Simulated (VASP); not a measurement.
# LaH3 (I4/mmm) in VASP: further runs, part 2 of 2

VASP 6.6.1.

### Step 3. Relaxation of cell and atoms, PBEsol, target pressure 45 GPa, at which the enthalpy is minimised

This run uses another cell than the first one, of 10.77 Å³/atom, 1.413 times its volume.

Input file INCAR:

```
SYSTEM = LaH3
PREC = Accurate
ENCUT = 600
EDIFF = 1E-6
ISMEAR = -1
SIGMA = 0.1
LREAL = .False.
LASPH = .True.
NELM = 100
ALGO = Normal
ISIF = 3
LWAVE = .False.
LCHARG = .False.
GGA = PS
IBRION = 2
NSW = 80
EDIFFG = -0.02
PSTRESS = 450.0
```

Input file KPOINTS:

```
regular mesh
0
Gamma
  8 8 8
  0 0 0
```

Input file POSCAR:

```
LaH3
1.0
   -1.8770680000      1.8770680000      3.0558590000
    1.8770680000     -1.8770680000      3.0558590000
    1.8770680000      1.8770680000     -3.0558590000
La H
1 3
Direct
    0.0000000000      0.0000000000      0.0000000000
    0.7500000000      0.2500000000      0.5000000000
    0.2500000000      0.7500000000      0.5000000000
    0.5000000000      0.5000000000      0.0000000000
```

Potentials or basis: VASP PAW PBE potentials, release 64 (La, H).

Run with:

```bash
> cat potpaw_PBE.64/La/POTCAR potpaw_PBE.64/H/POTCAR > POTCAR
> mpirun -np 1 vasp_std > vasp.out
```

OUTCAR:

```text
SYSTEM = LaH3
   PREC = Accurate
   ENCUT = 600
   EDIFF = 1E-6
   ISMEAR = -1
   LREAL = .False.
   LASPH = .True.
   NELM = 100
   ISIF = 3
   GGA = PS
   IBRION = 2
   NSW = 80
   EDIFFG = -0.02
   PSTRESS = 450.0

 ion  position               nearest neighbor table
   1  0.000  0.000  0.000-
   2  0.750  0.250  0.500-
   3  0.250  0.750  0.500-
   4  0.500  0.500  0.000-

  LATTYP: Found a body centered tetragonal cell.
 ALAT       =     3.7541360000
 C/A-ratio  =     1.6279958957

  Lattice vectors:

 A1 = (  -1.8770680000,   1.8770680000,   3.0558590000)
 A2 = (   1.8770680000,  -1.8770680000,   3.0558590000)
 A3 = (   1.8770680000,   1.8770680000,  -3.0558590000)

Analysis of symmetry for initial positions (statically):
=====================================================================
 Subroutine PRICEL returns:
 Original cell was already a primitive cell.

 Routine SETGRP: Setting up the symmetry group for a
 body centered tetragonal supercell.

 Subroutine GETGRP returns: Found 16 space group operations
 (whereof 16 operations were pure point group operations)
 out of a pool of 16 trial point group operations.

The static configuration has the point symmetry D_4h.

Analysis of symmetry for dynamics (positions and initial velocities):
=====================================================================
 Subroutine PRICEL returns:
[... 284 lines left out ...]
 Fermi energy:         9.8433455025

 k-point     1 :       0.0000    0.0000    0.0000
  band No.  band energies     occupation
      1     -21.6621      2.00000
      2      -4.3299      2.00000
      3      -3.8216      2.00000
      4      -3.8216      2.00000
      5       2.6880      2.00000
      6       8.3078      2.00000
      7       8.6650      1.99998
      8      10.1915      0.05969
      9      12.7759      0.00000
     10      12.9440      0.00000
     11      12.9440      0.00000
[... 310 lines left out ...]
  band No.  band energies     occupation
      1     -20.8616      2.00000
      2      -7.0617      2.00000
      3      -5.2856      2.00000
      4      -4.7544      2.00000
      5       5.2698      2.00000
      6       5.6707      2.00000
      7       7.5795      2.00000
      8      12.2899      0.00000
      9      13.2792      0.00000
     10      13.8008      0.00000
     11      14.1308      0.00000

 [... further k-points ...]

[... ionic steps 4 to 12 ...]

--------------------------------------- Ionic step       13  -------------------------------------------

 number of electron      14.0000000 magnetization

------------------------ aborting loop because EDIFF is reached ----------------------------------------
[... 75 lines left out ...]
--------------------------------------- Ionic step       15  -------------------------------------------

 number of electron      14.0000000 magnetization

 Free energy of the ion-electron system (eV)
  ---------------------------------------------------
  ext. energy  EPLUGINS =         0.00000000
  ---------------------------------------------------
  free energy    TOTEN  =       -16.44590086 eV

  energy without entropy =      -16.44537881  energy(sigma->0) =      -16.44563984

 E-fermi :  10.0803     XC(G=0): -11.7136

 val. band max:        9.6771285558   @ k =  -0.1250   0.1250   0.1250
 cond. band min:      10.4387072668   @ k =   0.0000   0.0000   0.0000
 fundamental gap:      0.7615787110
 Fermi energy:        10.0802923943

 k-point     1 :       0.0000    0.0000    0.0000
  band No.  band energies     occupation
      1     -21.6068      2.00000
      2      -4.1959      2.00000
      3      -3.8636      2.00000
      4      -3.8636      2.00000
      5       2.6647      2.00000
      6       8.0410      2.00000
      7       9.5443      1.99064
      8      10.4387      0.05402
      9      12.5590      0.00000
     10      12.5590      0.00000
     11      12.8471      0.00000
[... 357 lines left out ...]
  energy  without entropy=      -16.4453788143  energy(sigma->0) =      -16.44563984

  enthalpy is  TOTEN    =        -7.8884064512 eV   P V=        8.5574944099

 reached required accuracy - stopping structural energy minimisation
```

OSZICAR:

```text
N       E                     dE             d eps       ncg     rms          rms(c)
DAV:   1     0.120024021758E+03    0.12002E+03   -0.56945E+03  1298   0.197E+03
DAV:   2    -0.118245231671E+02   -0.13185E+03   -0.12823E+03  2114   0.238E+02
DAV:   3    -0.179598340689E+02   -0.61353E+01   -0.59978E+01  1706   0.967E+01
[... 138 lines left out ...]
DAV:   3    -0.164458787863E+02    0.12912E-02   -0.74346E-03  2107   0.123E+00    0.525E-02
DAV:   4    -0.164458820162E+02   -0.32299E-05   -0.71421E-04  2005   0.350E-01    0.260E-02
DAV:   5    -0.164458947061E+02   -0.12690E-04   -0.16473E-04  2275   0.159E-01    0.204E-02
DAV:   6    -0.164459003814E+02   -0.56753E-05   -0.52678E-05  1963   0.862E-02    0.536E-03
DAV:   7    -0.164459000927E+02    0.28868E-06   -0.11193E-05  2222   0.403E-02    0.352E-03
DAV:   8    -0.164459008610E+02   -0.76833E-06   -0.19283E-06  1582   0.179E-02
  15 F= -.78884065E+01 E0= -.78881454E+01  d E =-.242330E-03
```

Wall time 3.4 min (1 thread of AMD EPYC 9R45 (Zen 5), shared host); peak memory 0.2 GiB.

Results:

```yaml
Free_energy: -16.4459 eV
Relaxed_volume: 7.62 Å³/atom
Relaxed_cell: a = 3.669 Å, b = 3.669 Å, c = 3.669 Å, α = 127.06°, β = 127.06°, γ = 78.16°
Space_group_after_relaxing_to_0.05_Å: I4/mmm (No. 139)
Energy_change_on_relaxing_the_enthalpy_is_what_falls: +309.0 meV/atom
Ionic_steps: 15
Pressure_after_relaxing: 45.1 GPa
Band_gap_on_the_k_mesh: 0.76 eV, indirect (least direct gap 0.89 eV)
```

Stress tensor (GPa, compression positive):
```
45.05  0.00  0.00
 0.00 45.05  0.00
 0.00  0.00 45.17
```

The path:
| step | energy change (eV) | largest force (eV/Å) | pressure (GPa) | volume (Å³) |
| --- | --- | --- | --- | --- |
| 1 | 0.0000 | 0.0000 | -2.78 | 43.07 |
| 2 | 3.1141 | 0.0000 | 91.63 | 25.99 |
| 3 | 1.1885 | 0.0000 | 44.74 | 30.67 |
| 4 | 1.2511 | 0.0000 | 46.45 | 30.45 |
| 5 | 1.1695 | 0.0000 | 44.25 | 30.74 |
| 6 | 1.1907 | 0.0000 | 44.84 | 30.66 |
| 7 | 1.1887 | 0.0000 | 44.76 | 30.67 |
| 8 | 1.1889 | 0.0000 | 44.74 | 30.67 |
| 9 | 1.1898 | 0.0000 | 44.68 | 30.66 |
| 10 | 1.1925 | 0.0000 | 44.59 | 30.64 |
| 11 | 1.2036 | 0.0000 | 44.37 | 30.59 |
| 12 | 1.2620 | 0.0000 | 44.32 | 30.42 |
| 13 | 1.2075 | 0.0000 | 44.34 | 30.57 |
| 14 | 1.3209 | 0.0000 | 47.17 | 30.17 |
| 15 | 1.2361 | 0.0000 | 45.09 | 30.47 |

Final structure:
```
CELL_PARAMETERS angstrom
-1.63539 1.63539 2.84802
1.63539 -1.63539 2.84802
1.63539 1.63539 -2.84802
ATOMIC_POSITIONS crystal
La 0.00000 0.00000 0.00000
H 0.75000 0.25000 0.50000
H 0.25000 0.75000 0.50000
H 0.50000 0.50000 0.00000
```

Caveat: the cell is relaxed towards a set pressure, so the enthalpy falls and the energy may rise; the volume moved by over 15 % at a fixed basis, so the end points are rough; the PAW data sets were made with another functional, which shifts forces and pressure a little; spin-orbit coupling is left out, which moves the levels of the heavy elements.

### Step 4. Relaxation of cell and atoms, PBEsol

This run uses another cell than the first one, of 10.77 Å³/atom, 1.413 times its volume.

Input file INCAR:

```
PREC = Accurate
ENCUT = 600
EDIFF = 1E-6
ISMEAR = -1
SIGMA = 0.1
LREAL = False
LASPH = True
NELM = 100
ALGO = Normal
ISIF = 3
LWAVE = False
LCHARG = False
GGA = PS
IBRION = 2
NSW = 80
EDIFFG = -0.02
```

Input file KPOINTS:

```
Automatic mesh
0
Gamma
  8 8 8
```

POSCAR is that of step 3.

Potentials or basis: VASP PAW PBE potentials, release 64 (La, H).

Run with:

```bash
> cat potpaw_PBE.64/La/POTCAR potpaw_PBE.64/H/POTCAR > POTCAR
> mpirun -np 1 vasp_std > vasp.out
```

OUTCAR:

```text
PREC = Accurate
   ENCUT = 600
   EDIFF = 1E-6
   ISMEAR = -1
   LREAL = False
   LASPH = True
   NELM = 100
   ISIF = 3
   GGA = PS
   IBRION = 2
   NSW = 80
   EDIFFG = -0.02

 ion  position               nearest neighbor table
   1  0.000  0.000  0.000-
   2  0.750  0.250  0.500-
   3  0.250  0.750  0.500-
   4  0.500  0.500  0.000-

  LATTYP: Found a body centered tetragonal cell.
 ALAT       =     3.7541360000
 C/A-ratio  =     1.6279958957

  Lattice vectors:

 A1 = (  -1.8770680000,   1.8770680000,   3.0558590000)
 A2 = (   1.8770680000,  -1.8770680000,   3.0558590000)
 A3 = (   1.8770680000,   1.8770680000,  -3.0558590000)

Analysis of symmetry for initial positions (statically):
=====================================================================
 Subroutine PRICEL returns:
 Original cell was already a primitive cell.

 Routine SETGRP: Setting up the symmetry group for a
 body centered tetragonal supercell.

 Subroutine GETGRP returns: Found 16 space group operations
 (whereof 16 operations were pure point group operations)
 out of a pool of 16 trial point group operations.

The static configuration has the point symmetry D_4h.
[... 355 lines left out ...]
--------------------------------------- Ionic step       13  -------------------------------------------

 number of electron      14.0000000 magnetization

 Free energy of the ion-electron system (eV)
  ---------------------------------------------------
  ext. energy  EPLUGINS =         0.00000000
  ---------------------------------------------------
  free energy    TOTEN  =       -17.71034053 eV

  energy without entropy =      -17.70476277  energy(sigma->0) =      -17.70755165

 E-fermi :   7.9037     XC(G=0): -10.3551

 val. band max:        7.7391974998   @ k =   0.1250   0.0000   0.0000
 cond. band min:       8.0972196994   @ k =   0.5000   0.0000   0.0000
 fundamental gap:      0.3580221996
 Fermi energy:         7.9036556574

 k-point     1 :       0.0000    0.0000    0.0000
  band No.  band energies     occupation
      1     -25.2261      2.00000
      2      -8.4172      2.00000
      3      -8.4163      2.00000
      4      -8.4163      2.00000
      5      -0.1507      2.00000
      6       5.0163      2.00000
      7       8.2715      0.04926
      8       8.2859      0.04281
      9       8.2859      0.04281
     10       8.6099      0.00171
     11       9.4279      0.00000
[... 309 lines left out ...]
 k-point    24 :       0.3750    0.1250    0.1250
  band No.  band energies     occupation
      1     -25.0472      2.00000
      2      -9.5743      2.00000
      3      -8.9409      2.00000
      4      -8.6644      2.00000
      5       2.7025      2.00000
      6       3.6106      2.00000
      7       4.3415      2.00000
      8       8.6778      0.00087
      9       9.3356      0.00000
     10       9.5275      0.00000
     11       9.6088      0.00000

 [... further k-points ...]

------------------------ aborting loop because EDIFF is reached ----------------------------------------

  FORCE on cell =-STRESS in cart. coord.  units (eV):
  Direction    XX          YY          ZZ          XY          YZ          ZX
  --------------------------------------------------------------------------------------
  -------------------------------------------------------------------------------------
  Total        0.0017899      0.0017899      0.0088693      0.0000000      0.0000000      0.0000000
  in kB        0.0689798      0.0689798      0.3418094      0.0000000      0.0000000      0.0000000
  external PRESSURE =       0.1599230 kB  Pullay stress =       0.0000000 kB
[... 19 lines left out ...]
  FREE ENERGIE OF THE ION-ELECTRON SYSTEM (eV)
  ---------------------------------------------------
  free  energy   TOTEN  =       -17.7103405275 eV

  energy  without entropy=      -17.7047627694  energy(sigma->0) =      -17.70755165

 reached required accuracy - stopping structural energy minimisation
```

CONTCAR:

```text
LaH3
   1.00000000000000
    -1.9428857385972647    1.9428857385972647    2.7533398498730111
     1.9428857385972647   -1.9428857385972647    2.7533398498730111
     1.9428857385972647    1.9428857385972647   -2.7533398498730111
  La              H
     1     3
Direct
     0.0000000000000000    0.0000000000000000    0.0000000000000000
     0.7500000000000000    0.2500000000000000    0.5000000000000000
     0.2500000000000000    0.7500000000000000    0.5000000000000000
     0.5000000000000000    0.5000000000000000    0.0000000000000000

  0.00000000E+00  0.00000000E+00  0.00000000E+00
  0.00000000E+00  0.00000000E+00  0.00000000E+00
  0.00000000E+00  0.00000000E+00  0.00000000E+00
  0.00000000E+00  0.00000000E+00  0.00000000E+00
```

Run time: 3.2 min. Hardware: 1 thread of AMD EPYC 9R45 (Zen 5), shared host; peak memory 0.19 GiB.

What came out:

```
Free energy                            : -17.7103 eV
Relaxed volume                         : 10.39 Å³/atom
Relaxed cell                           : a = 3.890 Å, b = 3.890 Å, c = 3.890 Å, α = 120.07°, β = 120.07°, γ = 89.88°
Space group after relaxing (to 0.05 Å) : Fm-3m (No. 225)
Energy gained by relaxing              : 7.1 meV/atom
Ionic steps                            : 13
Pressure after relaxing                : 0.0 GPa
Band gap on the k mesh                 : zero (band 7 reaches 8.27 eV, above the bottom of band 8 at 8.10 eV)
```

Step by step:
| step | energy change (eV) | largest force (eV/Å) | pressure (GPa) | volume (Å³) |
| --- | --- | --- | --- | --- |
| 1 | 0.0000 | 0.0000 | -2.78 | 43.07 |
| 2 | -0.0135 | 0.0000 | -0.68 | 41.92 |
| 3 | -0.0145 | 0.0000 | 0.10 | 41.53 |
| 4 | -0.0145 | 0.0000 | 0.15 | 41.49 |
| 5 | -0.0154 | 0.0000 | 0.17 | 41.50 |
| 6 | -0.0178 | 0.0000 | 0.16 | 41.50 |
| 7 | -0.0219 | 0.0000 | 0.16 | 41.50 |
| 8 | -0.0271 | 0.0000 | 0.28 | 41.44 |
| 9 | -0.0176 | 0.0000 | 1.09 | 41.07 |
| 10 | -0.0278 | 0.0000 | 0.36 | 41.40 |
| 11 | -0.0280 | 0.0000 | 0.46 | 41.35 |
| 12 | -0.0209 | 0.0000 | -2.10 | 42.66 |
| 13 | -0.0283 | 0.0000 | 0.02 | 41.57 |

Final structure:
```
La H
1.0
    -1.94289    1.94289    2.75334
     1.94289   -1.94289    2.75334
     1.94289    1.94289   -2.75334
La H
1 3
Direct
  0.00000 0.00000 0.00000
  0.75000 0.25000 0.50000
  0.25000 0.75000 0.50000
  0.50000 0.50000 0.00000
```

Caveat: the PAW data sets were made with another functional, which shifts forces and pressure a little; spin-orbit coupling is left out, which moves the levels of the heavy elements.

### Step 5. Overview

```csv
task,cell,cutoff (eV),gap on the mesh (eV),pressure (GPa)
single point,"a = 3.673 Å, angles 127.2, 127.2, 77.9°, 4 atoms",520,0.78,44.7
relaxation of cell and atoms,"relaxed to 45 GPa from a = 4.048 Å, angles 124.7, 124.7, 82.0°, 4 atoms",600,0.76,45.1
relaxation of cell and atoms,"relaxed from a = 4.048 Å, angles 124.7, 124.7, 82.0°, 4 atoms",600,none,0.0
```

Alike in all rows: level PBEsol; potentials or basis VASP PAW PBE potentials, release 64 (La, H); no spin polarisation; k mesh 8 × 8 × 8; smearing fermi-dirac 0.1 eV.

Caveats: the PAW data sets were made with another functional, which shifts forces and pressure a little; spin-orbit coupling is left out, which moves the levels of the heavy elements; the cell is relaxed towards a set pressure, so the enthalpy falls and the energy may rise (some runs); the volume moved by over 15 % at a fixed basis, so the end points are rough (some runs).

Absolute energies hang on the potentials; compare differences alone.
